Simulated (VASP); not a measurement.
Runs of VASP 6.6.1 on Hg. The structure is that of space group Fd-3m (No. 227), or close to it. The cells are those of the table. 

```tsv
cell	gap on the mesh (eV)	pressure (GPa)
a = 3.798 Å, angles 60.0°, 2 atoms	none	(a)
a = 4.192 Å, angles 60.0°, 2 atoms	none	16.9
a = 4.554 Å, angles 60.0°, 2 atoms	none	(b)
a = 3.438 Å, angles 60.0°, 2 atoms	none	311.2
a = 4.005 Å, angles 60.0°, 2 atoms	none	39.5
```

Alike in all rows: task single point; level LDA; potentials or basis VASP PAW LDA potentials, release 64 (Hg); no spin polarisation; k mesh 12 × 12 × 12; cutoff (eV) 520; smearing fermi-dirac 0.1 eV.

Task: Estimate the missing entries.

Result: (a) 88.7; (b) 0.4.

Caveats: spin-orbit coupling is left out, which moves the levels of the heavy elements; the cell stands under pressure (at least some runs).

A k mesh can miss the band edges, and the runs leave out spin-orbit coupling on Hg.

A gap of «none» marks levels without a gap at the run's occupations.
